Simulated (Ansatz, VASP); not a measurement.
One calculation of MnRh, two programs

```xyz
2
Lattice="2.9548 0.0000 0.0000 0.0000 2.9548 0.0000 0.0000 0.0000 2.9548" Properties=species:S:1:pos:R:3 pbc="T T T"
Mn    0.0000    0.0000    0.0000
Rh    1.4774    1.4774    1.4774
```

Alike in both runs: functional LDA; k mesh 6 × 6 × 6; occupations gaussian, width 0.1 eV; collinear spin.

Ansatz relaxed the structure, and its values are those at the end. VASP's run is a single point on that final structure, the one shown.

|  | VASP | Ansatz |
| --- | --- | --- |
| version | VASP 6.6.1 | Ansatz 0.2.0 |
| potentials or method | VASP PAW LDA potentials, release 64 (Mn_pv, Rh_pv), cutoff 500 eV | scalar-relativistic, plane waves, PAW |
| valence electrons in the cell | 28 | 32 |

Ansatz gave:

* gap on the k mesh at the Fermi level (eV): none
* pressure (GPa): -0.1
* net moment per atom (μB): 2.01
* size of the moment on the site where the two differ most (μB): 3.20

Task: Which values does VASP return?

Result: gap on the k mesh at the Fermi level (eV): none; pressure (GPa): -0.3; net moment per atom (μB): 1.99; size of the moment on the site where the two differ most (μB): 3.19.

LDA's correlation is that of Perdew and Zunger in VASP and of Perdew and Wang (1992) in Ansatz. Site moments also hang on the region over which each program counts them. A gap of «none» marks a metal or a gap that the smearing closes. VASP's potentials hold 28 valence electrons a cell and Ansatz's 32, so a difference there can come from the potentials and not from the codes.
